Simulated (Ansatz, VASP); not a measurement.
# One calculation of Ta, two programs

```
Ta
1.0
     2.12946    0.00000    0.00000
     0.00000    2.12946    0.00000
     0.00000    0.00000    2.12946
Ta
1
Direct
  0.00000 0.00000 0.00000
```

Change from the starting cell: volume scaled by 0.5, LAPW.

Alike in both runs: task single point; functional LDA; k mesh 14 × 14 × 14; occupations fermi-dirac, width 0.05 eV; no spin polarisation.

```csv
,VASP,Ansatz
version,VASP 6.6.1,Ansatz 0.2.0
potentials or method,"VASP PAW LDA potentials, release 64 (Ta_pv), cutoff 520 eV","all-electron LAPW, scalar-relativistic"
```

Ansatz gave:

* pressure (GPa): 459.1

Task: Estimate VASP's values.

Result: Pressure (GPa): 478.7.

LDA's correlation is that of Perdew and Zunger in VASP and of Perdew and Wang (1992) in Ansatz. Both programs put the cell under a high pressure, so it lies far from rest at this level. Ansatz ran all-electron here, and VASP with PAW potentials.

Neither program's run includes spin-orbit coupling. Noted on VASP's run: the cell as given lies far from equilibrium.
